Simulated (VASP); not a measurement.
Fe:

```
Fe
1.0
    -1.41631    1.41631    1.41631
     1.41631   -1.41631    1.41631
     1.41631    1.41631   -1.41631
Fe
1
Cartesian
  0.0000 0.0000 0.0000
```

Base run:

```yaml
Program: VASP 6.6.1
Functional: PBE
Potentials_or_basis: VASP PAW PBE potentials, release 64 (Fe)
Cutoff: 520 eV
k_mesh: 15 × 15 × 15
Occupations: gaussian, width 1 eV
Spin: collinear spin, ferromagnetic start
Starting_moments: "[2.208] μB"
```

Its results: pressure -0.4 GPa; net moment 1.84 μB per cell; site moments Fe +1.84 μB.

Task: The run is repeated on the same cell with these changes: occupations from gaussian, width 1 eV to methfessel-paxton, width 0.01 eV. What comes out?

Result: Pressure -0.4 GPa; net moment 2.18 μB per cell; site moments Fe +2.18 μB.
